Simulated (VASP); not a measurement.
Set up this calculation in VASP 6.6.1, as the native input.

```
Task                   : single point
Functional             : PBE
Potentials or basis    : VASP PAW PBE potentials, release 64 (Si, Te)
Cutoff                 : 520 eV
k mesh                 : 3 × 3 × 4
Occupations            : gaussian, width 0.1 eV
Spin                   : no spin polarisation
Dipole correction      : no
Further INCAR settings : ALGO = Normal; EDIFF = 1e-07; NBANDS = 28
```

The structure of Si3Te lies in POSCAR:

```
Si3Te
1.0
    6.4326764072      0.0000000000      0.0000000000
   -3.2163382036      5.5708611830      0.0000000000
    0.0000000000      0.0000000000      4.3156536357
Si Te
6 2
Direct
    0.8656189710      0.7312379421      0.2500000000
    0.1343810290      0.8656189710      0.7500000000
    0.2687620579      0.1343810290      0.2500000000
    0.1343810290      0.2687620579      0.7500000000
    0.8656189710      0.1343810290      0.2500000000
    0.7312379421      0.8656189710      0.7500000000
    0.3333333333      0.6666666667      0.2500000000
    0.6666666667      0.3333333333      0.7500000000
```

The cell was generated, and may not be a known phase.

The input as run:

INCAR

```
PREC = Accurate
ENCUT = 520
EDIFF = 1E-7
ISMEAR = 0
SIGMA = 0.1
LREAL = False
LASPH = True
NELM = 100
ALGO = Normal
ISIF = 2
LWAVE = False
LCHARG = False
GGA = PE
NBANDS = 28
```

KPOINTS

```
Automatic mesh
0
Gamma
  3 3 4
```

Potentials or basis: VASP PAW PBE potentials, release 64 (Si, Te).

Launch:

```sh
$ cat potpaw_PBE.64/Si/POTCAR potpaw_PBE.64/Te/POTCAR > POTCAR
$ mpirun -np 1 vasp_std > vasp.out
```

It gave:

```yaml
Pressure: 0.0 GPa
Largest_force: 0.004 eV/Å
Band_gap_on_the_k_mesh: zero (bands 18 and 19 overlap by 2.03 eV)
```

Caveat: the k points lie up to 0.38 Å⁻¹ apart, too coarse for converged energies and pressures of a metal; spin-orbit coupling is left out, which moves the levels of the heavy elements.

Wall time 74 s on 1 thread of Intel Xeon 8259CL, on a shared host, peak memory 0.22 GiB.
